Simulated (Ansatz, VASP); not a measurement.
**MgO in VASP and in Ansatz**

The input POSCAR:

```
MgO
1.0
    0.0000000000      2.1021674155      2.1862541121
    2.1021674155      0.0000000000      2.1862541121
    2.1021674155      2.1021674155      0.0000000000
Mg O
1 1
Direct
    0.0000000000      0.0000000000      0.0000000000
    0.5000000000      0.5000000000      0.5000000000
```

File INCAR.step1:

```
PREC = Accurate
ENCUT = 520
ISMEAR = 0
SIGMA = 0.01
LREAL = False
LASPH = True
NELM = 100
NBANDS = 11
GGA = PE
ALGO = Normal
EDIFF = 1E-4
LWAVE = True
LCHARG = False
```

Contents of INCAR.step2:

```
PREC = Accurate
ENCUT = 520
EDIFF = 1E-6
ISMEAR = 0
SIGMA = 0.01
LREAL = False
LASPH = True
NELM = 100
ALGO = Normal
ISIF = 2
LWAVE = False
LCHARG = False
METAGGA = R2SCAN
LMIXTAU = True
NBANDS = 11
ISTART = 1
```

The input KPOINTS:

```
Automatic mesh
0
Gamma
  10 10 10
```

Input for Ansatz:

```yaml
crystal:
  lattice:
    - [0.0, 2.1021674155, 2.1862541121]
    - [2.1021674155, 0.0, 2.1862541121]
    - [2.1021674155, 2.1021674155, 0.0]
  atoms:
    - { symbol: Mg, position: [0.0, 0.0, 0.0] }
    - { symbol: O, position: [0.5, 0.5, 0.5] }
kpoints:
  mp_grid: { grid: [10, 10, 10] }
  band_path:
    path:
      - [0.0, 0.0, 0.0]
      - [0.5, 0.0, 0.5]
      - [0.625, 0.25, 0.625]
      - [0.375, 0.375, 0.75]
      - [0.5, 0.5, 0.5]
      - [0.5, 0.25, 0.75]
    npoints: 1
hamiltonian:
  xc: r2scan
scf:
  occupations: { method: fixed }
  n_extra_bands: 4
output:
  forces: true
  stress: true
  eigenvalues: true
```

Change from the starting cell: uniaxial_z strain +4.0%.

Alike in both runs: task single point; functional r2SCAN; k mesh 10 × 10 × 10; no spin polarisation.

|  | VASP | Ansatz |
| --- | --- | --- |
| version | VASP 6.6.1 | Ansatz 0.2.0 |
| potentials or method | VASP PAW PBE potentials, release 64 (Mg, O) | plane waves, PAW |
| plane-wave cutoff (eV) | 520 | 500 |
| occupations | gaussian, width 0.01 eV | fixed |
| valence electrons in the cell | 8 | 16 |

|  | VASP | Ansatz | Ansatz less VASP |
| --- | --- | --- | --- |
| gap on the k mesh at the Fermi level (eV) | 5.21 | 5.23 | +0.026 |
| pressure (GPa) | -6.7 | -5.6 | +1.11 |
| traceless stress, the component that is largest in VASP (GPa) | -4.12 | -4.16 | -0.048 |

VASP's potentials were made for PBE, not for r2SCAN. VASP's potentials hold 8 valence electrons a cell and Ansatz's 16, so a difference there can come from the potentials and not from the codes.
